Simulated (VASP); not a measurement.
# InP (I-4m2) in VASP: a series of runs

InP is run at these levels: LDA; tasks: single point.

All numbers are computed with VASP 6.6.1; they aren't measurements. Logs are shortened: lines on timing, memory, paths and dates and some standing lists are left out, and cuts for length are marked.

### 1 The cell of the first run

Symmetry: I-4m2, No. 119, tetragonal system. The conventional cell has a = 4.652 Å, b = 4.652 Å, c = 4.651 Å, α = 90.00°, β = 90.00°, γ = 90.00°. In (site symmetry -4m2) has 4 P at 2.60 Å within 3.4 Å. P (site symmetry -4m2) has 4 In at 2.60 Å within 3.4 Å.

### 2 Single point, LDA

INCAR reads:

```
PREC = Accurate
ENCUT = 500
EDIFF = 1E-6
ISMEAR = 0
SIGMA = 0.05
LREAL = F
LASPH = T
NELM = 120
ALGO = Normal
ISIF = 2
LWAVE = F
LCHARG = T
LELF = T
LVHAR = T
NBANDS = 16
GGA_COMPAT = F
```

KPOINTS reads:

```
regular mesh
0
Gamma
  4 4 4
```

POSCAR reads:

```
InP
1.0
    0.0000000000      3.2895406270      2.3257052233
    3.2895406270      0.0000000000      2.3257052233
    3.2895406270      3.2895406270      0.0000000000
In P
1 1
Direct
    0.0000000000      0.0000000000      0.0000000000
    0.7500000000      0.7500000000      0.7500000000
```

Potentials or basis: VASP PAW LDA potentials, release 64 (In_d, P).

On the command line:

```console
$ cat potpaw_LDA.64/In_d/POTCAR potpaw_LDA.64/P/POTCAR > POTCAR
$ mpirun -np 1 vasp_std > vasp.out
```

OUTCAR:

```text
PREC = Accurate
   ENCUT = 500
   EDIFF = 1E-6
   ISMEAR = 0
   LREAL = F
   LASPH = T
   NELM = 120
   ISIF = 2

 ion  position               nearest neighbor table
   1  0.000  0.000  0.000-   2 2.60   2 2.60   2 2.60   2 2.60
   2  0.750  0.750  0.750-   1 2.60   1 2.60   1 2.60   1 2.60

  LATTYP: Found a body centered tetragonal cell.
 ALAT       =     4.6521129687
 C/A-ratio  =     0.9998489886

  Lattice vectors:

 A1 = (   0.0000000000,  -3.2895406270,  -2.3257052233)
 A2 = (   0.0000000000,   3.2895406270,  -2.3257052233)
 A3 = (   3.2895406270,   0.0000000000,   2.3257052233)

Analysis of symmetry for initial positions (statically):
=====================================================================
 Subroutine PRICEL returns:
 Original cell was already a primitive cell.

 Routine SETGRP: Setting up the symmetry group for a
 body centered tetragonal supercell.

 Subroutine GETGRP returns: Found  8 space group operations
 (whereof  8 operations were pure point group operations)
 out of a pool of 16 trial point group operations.

The static configuration has the point symmetry D_2d.

Analysis of symmetry for dynamics (positions and initial velocities):
=====================================================================
 Subroutine PRICEL returns:
 Original cell was already a primitive cell.

 Routine SETGRP: Setting up the symmetry group for a
 body centered tetragonal supercell.

 Subroutine GETGRP returns: Found  8 space group operations
 (whereof  8 operations were pure point group operations)
 out of a pool of 16 trial point group operations.

The dynamic configuration has the point symmetry D_2d.

 Subroutine INISYM returns: Found  8 space group operations
 (whereof  8 operations are pure point group operations),
 and found     1 'primitive' translations

----------------------------------------------------------------------------------------

                                     Primitive cell

  volume of cell :      50.3333

  direct lattice vectors                    reciprocal lattice vectors
     0.000000000  3.289540627  2.325705223    -0.151996907  0.151996907  0.214988553
     3.289540627  0.000000000  2.325705223     0.151996907 -0.151996907  0.214988553
     3.289540627  3.289540627  0.000000000     0.151996907  0.151996907 -0.214988553

  length of vectors
     4.028645222  4.028645222  4.652112969     0.304016771  0.304016771  0.304016771

  position of ions in fractional coordinates (direct lattice)
     0.000000000  0.000000000  0.000000000
     0.750000000  0.750000000  0.750000000

  ion indices of the primitive-cell ions
   primitive index   ion index
                 1           1
                 2           2

----------------------------------------------------------------------------------------

 KPOINTS: regular mesh

Automatic generation of k-mesh.
 Grid dimensions read from file:
 generate k-points for:    4    4    4

 Generating k-lattice:

  Cartesian coordinates                     Fractional coordinates (reciprocal lattice)
    -0.037999227  0.037999227  0.053747138     0.250000000  0.000000000  0.000000000
     0.037999227 -0.037999227  0.053747138     0.000000000  0.250000000  0.000000000
     0.037999227  0.037999227 -0.053747138     0.000000000  0.000000000  0.250000000

  Length of vectors
     0.076004193  0.076004193  0.076004193

  Shift w.r.t. Gamma in fractional coordinates (k-lattice)
     0.000000000  0.000000000  0.000000000

 Subroutine IBZKPT returns following result:
 ===========================================

 Found     13 irreducible k-points:

 Following reciprocal coordinates:
            Coordinates               Weight
  0.000000  0.000000  0.000000      1.000000
  0.250000 -0.000000  0.000000      8.000000
  0.500000 -0.000000  0.000000      4.000000
  0.250000  0.250000  0.000000      2.000000
  0.500000  0.250000  0.000000      8.000000
 -0.250000  0.250000  0.000000      4.000000
  0.500000  0.500000  0.000000      1.000000
  0.250000  0.000000  0.250000      4.000000
  0.500000 -0.000000  0.250000     16.000000
 -0.250000  0.000000  0.250000      8.000000
 -0.250000  0.500000  0.250000      4.000000
  0.500000  0.000000  0.500000      2.000000
 -0.250000  0.250000  0.500000      2.000000
   k-points           NKPTS =     13   k-points in BZ     NKDIM =     13   number of bands    NBANDS=     16
   number of dos      NEDOS =    301   number of ions     NIONS =      2
   total plane-waves  NPLWV =  32400
   dimension x,y,z NGX =    30 NGY =   30 NGZ =   36
   dimension x,y,z NGXF=    60 NGYF=   60 NGZF=   72
   ions per type =               1   1
   NGX,Y,Z   is equivalent  to a cutoff of  12.38, 12.38, 12.86 a.u.
   NGXF,Y,Z  is equivalent  to a cutoff of  24.76, 24.76, 25.73 a.u.
 SYSTEM =  unknown system
   PREC   = accura    normal or accurate (medium, high low for compatibility)
   ISTART =      0    job   : 0-new  1-cont  2-samecut
   ICHARG =      2    charge: 1-file 2-atom 10-const
   ISPIN  =      1    spin polarized calculation?
   LNONCOLLINEAR =      F non collinear calculations
   LSORBIT =      F    spin-orbit coupling
   LASPH  =      T    aspherical Exc in radial PAW
   ENCUT  =  500.0 eV  36.75 Ry    6.06 a.u.   7.35  7.35  8.48*2*pi/ulx,y,z
   NELM   =    120;   NELMIN=  2; NELMDL= -5     # of ELM steps
   EDIFF  = 0.1E-05   stopping-criterion for ELM
   LREAL  =      F    real-space projection
   EDIFFG = 0.1E-04   stopping-criterion for IOM
   NSW    =      0    number of steps for IOM
   IBRION =     -1    ionic relax: 0-MD 1-quasi-New 2-CG
   NFREE  =      0    steps in history (QN), initial steepest desc. (CG)
   ISIF   =      2    stress and relaxation
   ISYM   =      2    0-nonsym 1-usesym 2-fastsym
   POTIM  = 0.5000    time-step for ionic-motion
   TEBEG  =    0.0;   TEEND  =   0.0 temperature during run
   PSTRESS=    0.0 pullay stress
   NELECT =      18.0000    total number of electrons
   NUPDOWN=      -1.0000    fix difference up-down
   EMIN   =  10.00;   EMAX   =-10.00  energy-range for DOS
   EFERMI =   0.00;   METHOD = LEGACY
   ISMEAR =     0;   SIGMA  =   0.05  broadening in eV -4-tet -1-fermi 0-gaus
   EFERMI_NEDOS =   21; number of points for ismear=-14 and -15
   IALGO  =     38    algorithm
   IMIX   =      4    mixing-type and parameters
     AMIX     =   0.40;   BMIX     =  1.00
     AMIX_MAG =   1.60;   BMIX_MAG =  1.00
  volume/ion in A,a.u.               =      25.17       169.83
  Fermi-wavevector in a.u.,A,eV,Ry     =   1.162021  2.195901 18.371846  1.350293
  Thomas-Fermi vector in A             =   2.298587
   LORBIT       =      0    0 simple, 1 ext, 2 COOP (PROOUT), +10 PAW based schemes
   GGA     = CA    functional components
   LHFCALC =     F    Hartree Fock is set to
   AEXX    =    0.0000 exact exchange contribution
   IVDW    =     0    specifies the selected vdW correction
   LEPSILON=     F    determine dielectric tensor
   LRPA    =     F    only Hartree local field effects (RPA)
 non-spin polarized calculation
 Gauss-broadening in eV      SIGMA  =   0.05
  energy-cutoff  :      500.00
  volume of cell :       50.33
 maximum number of plane-waves:      1284
 NGX is ok and might be reduce to    30

 number of electron      17.9999996 magnetization

 Free energy of the ion-electron system (eV)
  ---------------------------------------------------
  ext. energy  EPLUGINS =         0.00000000
  ---------------------------------------------------
  free energy    TOTEN  =        -9.19442820 eV

  energy without entropy =       -9.19442492  energy(sigma->0) =       -9.19442656

 E-fermi :   5.2174     XC(G=0):  -9.6952

 val. band max:        5.0991939951   @ k =   0.0000   0.0000   0.0000
 cond. band min:       5.3356927756   @ k =   0.5000   0.5000   0.0000
 fundamental gap:      0.2364987804
 Fermi energy:         5.2174422935

 k-point     1 :       0.0000    0.0000    0.0000
  band No.  band energies     occupation
      1      -9.2142      2.00000
      2      -9.2142      2.00000
      3      -9.1365      2.00000
      4      -9.1238      2.00000
      5      -9.0706      2.00000
      6      -6.2729      2.00000
[... 8 lines left out ...]
     15      12.9730      0.00000
     16      14.3461      0.00000

 k-point     2 :       0.2500   -0.0000    0.0000
  band No.  band energies     occupation
      1      -9.2444      2.00000
      2      -9.2001      2.00000
      3      -9.1432      2.00000
      4      -9.1240      2.00000
      5      -9.0462      2.00000
      6      -5.5941      2.00000
[... 8 lines left out ...]
     15      13.3706      0.00000
     16      16.0582      0.00000

 k-point     3 :       0.5000   -0.0000    0.0000
  band No.  band energies     occupation
      1      -9.2931      2.00000
      2      -9.1962      2.00000
      3      -9.1331      2.00000
      4      -9.1220      2.00000
      5      -9.0102      2.00000
      6      -4.5257      2.00000
[... 8 lines left out ...]
     15      14.8333      0.00000
     16      17.0924      0.00000

 k-point     4 :       0.2500    0.2500    0.0000
  band No.  band energies     occupation
      1      -9.2586      2.00000
      2      -9.1731      2.00000
      3      -9.1731      2.00000
      4      -9.1436      2.00000
      5      -9.0271      2.00000
      6      -5.0239      2.00000
[... 8 lines left out ...]
     15      14.4050      0.00000
     16      17.0038      0.00000

 k-point     5 :       0.5000    0.2500    0.0000
  band No.  band energies     occupation
      1      -9.3125      2.00000
      2      -9.1612      2.00000
      3      -9.1516      2.00000
      4      -9.1370      2.00000
      5      -9.0027      2.00000
      6      -4.0114      2.00000
[... 8 lines left out ...]
     15      16.2594      0.00000
     16      17.1905      0.00000

 k-point     6 :      -0.2500    0.2500    0.0000
  band No.  band energies     occupation
      1      -9.2710      2.00000
      2      -9.1659      2.00000
      3      -9.1502      2.00000
      4      -9.1259      2.00000
      5      -9.0358      2.00000
      6      -4.8920      2.00000
[... 8 lines left out ...]
     15      12.8771      0.00000
     16      15.0554      0.00000

 k-point     7 :       0.5000    0.5000    0.0000
  band No.  band energies     occupation
      1      -9.3643      2.00000
      2      -9.1915      2.00000
      3      -9.1161      2.00000
      4      -9.1161      2.00000
      5      -8.9843      2.00000
      6      -3.3351      2.00000
[... 8 lines left out ...]
     15      15.7943      0.00000
     16      16.1887      0.00000

 k-point     8 :       0.2500    0.0000    0.2500
  band No.  band energies     occupation
      1      -9.2688      2.00000
      2      -9.1627      2.00000
      3      -9.1321      2.00000
      4      -9.1181      2.00000
      5      -9.0585      2.00000
      6      -5.5621      2.00000
[... 8 lines left out ...]
     15      13.3932      0.00000
     16      16.3450      0.00000

 k-point     9 :       0.5000   -0.0000    0.2500
  band No.  band energies     occupation
      1      -9.2914      2.00000
      2      -9.1618      2.00000
      3      -9.1307      2.00000
      4      -9.1218      2.00000
      5      -9.0329      2.00000
      6      -4.5026      2.00000
[... 8 lines left out ...]
     15      14.4936      0.00000
     16      16.8245      0.00000

 k-point    10 :      -0.2500    0.0000    0.2500
  band No.  band energies     occupation
      1      -9.2816      2.00000
      2      -9.1793      2.00000
      3      -9.1424      2.00000
      4      -9.1287      2.00000
      5      -9.0224      2.00000
      6      -4.5916      2.00000
[... 8 lines left out ...]
     15      15.9985      0.00000
     16      16.4400      0.00000

 k-point    11 :      -0.2500    0.5000    0.2500
  band No.  band energies     occupation
      1      -9.3071      2.00000
      2      -9.1643      2.00000
      3      -9.1560      2.00000
      4      -9.1081      2.00000
      5      -9.0152      2.00000
      6      -3.8657      2.00000
[... 8 lines left out ...]
     15      16.5507      0.00000
     16      16.9007      0.00000

 k-point    12 :       0.5000    0.0000    0.5000
  band No.  band energies     occupation
      1      -9.3099      2.00000
      2      -9.1397      2.00000
      3      -9.1236      2.00000
      4      -9.0983      2.00000
      5      -9.0465      2.00000
      6      -4.3439      2.00000
[... 8 lines left out ...]
     15      13.4373      0.00000
     16      18.0221      0.00000

 k-point    13 :      -0.2500    0.2500    0.5000
  band No.  band energies     occupation
      1      -9.2926      2.00000
      2      -9.1486      2.00000
      3      -9.1288      2.00000
      4      -9.1204      2.00000
      5      -9.0415      2.00000
      6      -4.0819      2.00000
[... 8 lines left out ...]
     15      14.8990      0.00000
     16      15.3822      0.00000

------------------------ aborting loop because EDIFF is reached ----------------------------------------

  FORCE on cell =-STRESS in cart. coord.  units (eV):
  Direction    XX          YY          ZZ          XY          YZ          ZX
  --------------------------------------------------------------------------------------
  -------------------------------------------------------------------------------------
  Total       -1.9312061     -1.9312061      0.6419368      0.0000000     -0.0000000     -0.0000000
  in kB      -61.4729466    -61.4729466     20.4337323      0.0000000     -0.0000000     -0.0000000
  external PRESSURE =     -34.1707203 kB  Pullay stress =       0.0000000 kB

 VOLUME and BASIS-vectors are now :
 -----------------------------------------------------------------------------
  energy-cutoff  :      500.00
  volume of cell :       50.33
      direct lattice vectors                 reciprocal lattice vectors
     0.000000000  3.289540627  2.325705223    -0.151996907  0.151996907  0.214988553
     3.289540627  0.000000000  2.325705223     0.151996907 -0.151996907  0.214988553
     3.289540627  3.289540627  0.000000000     0.151996907  0.151996907 -0.214988553

 POSITION                                       TOTAL-FORCE (eV/Angst)
 -----------------------------------------------------------------------------------
      0.00000      0.00000      0.00000         0.000000      0.000000      0.000000
      4.93431      4.93431      3.48856        -0.000000     -0.000000     -0.000000
 -----------------------------------------------------------------------------------
    total drift:                                0.000002      0.000002      0.000002

  FREE ENERGIE OF THE ION-ELECTRON SYSTEM (eV)
  ---------------------------------------------------
  free  energy   TOTEN  =        -9.1944281992 eV

  energy  without entropy=       -9.1944249164  energy(sigma->0) =       -9.19442656
```

Wall time 12 s (1 thread of Intel Xeon Platinum 8259CL at 2.50GHz (Skylake/Cascade Lake), shared host); peak memory 0.15 GiB.

Results:

```
Free energy            : -9.1944 eV
Pressure               : -3.4 GPa
Band gap on the k mesh : 0.24 eV, indirect (least direct gap 0.58 eV)
```

Levels at points of the mesh, in eV from the valence-band top:
| k point | band 6 | band 7 | band 8 | band 9 | band 10 | band 11 | band 12 | band 13 |
| --- | --- | --- | --- | --- | --- | --- | --- | --- |
| (0.00, 0.00, 0.00) | -11.37 | -0.49 | -0.49 | 0.00 | 0.58 | 4.25 | 4.80 | 4.80 |
| (0.50, 0.00, 0.00) | -9.62 | -5.66 | -1.78 | -0.41 | 0.31 | 3.68 | 5.91 | 7.50 |
| (0.50, 0.50, 0.00) | -8.43 | -4.39 | -3.39 | -3.39 | 0.24 | 1.06 | 9.15 | 9.15 |
| (0.50, 0.00, 0.50) | -9.44 | -6.38 | -1.41 | -1.23 | 2.37 | 3.42 | 6.92 | 7.23 |

Caveat: the k points lie up to 0.48 Å⁻¹ apart; spin-orbit coupling is left out, which moves the levels of the heavy elements. A k mesh can miss the band edges.

### 3 Single point, LDA

This run uses another cell than the first one, of the same volume but with other edges.

INCAR reads:

```
ALGO     = Normal         # electronic algorithm
EDIFF    = 1E-6           # SCF threshold, eV
ENCUT    = 500            # plane-wave cutoff, eV
GGA_COMPAT= False        
ISIF     = 2              # what is computed and relaxed
ISMEAR   = 0              # smearing method
LASPH    = True           # aspherical terms in the spheres
LCHARG   = False          # write CHGCAR
LREAL    = False          # projectors in reciprocal space
LWAVE    = False          # write WAVECAR
NBANDS   = 16             # bands
NELM     = 120            # most SCF steps
PREC     = Accurate       # precision mode
SIGMA    = 0.05           # smearing width, eV
```

KPOINTS reads:

```
k-points
0
Gamma
  4 4 4
```

POSCAR reads:

```
InP
1.0
    0.0000000000      2.6109101259      3.6918269180
    2.6109101259      0.0000000000      3.6918269180
    2.6109101259      2.6109101259      0.0000000000
In P
1 1
Direct
    0.0000000000      0.0000000000      0.0000000000
    0.7500000000      0.7500000000      0.7500000000
```

Potentials or basis: VASP PAW LDA potentials, release 64 (In_d, P).

On the command line:

```console
$ cat potpaw_LDA.64/In_d/POTCAR potpaw_LDA.64/P/POTCAR > POTCAR
$ mpirun -np 1 vasp_std > vasp.out
```

Run time: 9.2 s. Hardware: 1 thread of Intel Xeon Platinum 8259CL at 2.50GHz (Skylake/Cascade Lake), shared host; peak memory 0.15 GiB.

The run converged. Its results:

```yaml
Free_energy: -8.8497 eV
Pressure: -2.6 GPa
Band_gap_on_the_k_mesh: zero (band 9 reaches 5.81 eV, above the bottom of band 10 at 5.55 eV)
```

Stress tensor (GPa, compression positive):
```
  3.84   0.00   0.00
  0.00   3.84   0.00
  0.00   0.00 -15.38
```

Levels at points of the mesh, in eV from the Fermi level:
```csv
k point,band 7,band 8,band 9,band 10,band 11,band 12
"(0.00, 0.00, 0.00)",-2.33,-1.22,0.16,0.16,3.81,3.81
"(0.50, 0.00, 0.00)",-6.25,-2.72,-0.71,-0.10,4.76,5.59
"(0.50, 0.50, 0.00)",-7.68,-1.31,-1.31,2.70,3.52,6.01
"(0.50, 0.00, 0.50)",-5.44,-3.23,-3.17,0.49,0.65,5.74
```

Caveat: the k points lie up to 0.48 Å⁻¹ apart; spin-orbit coupling is left out, which moves the levels of the heavy elements.
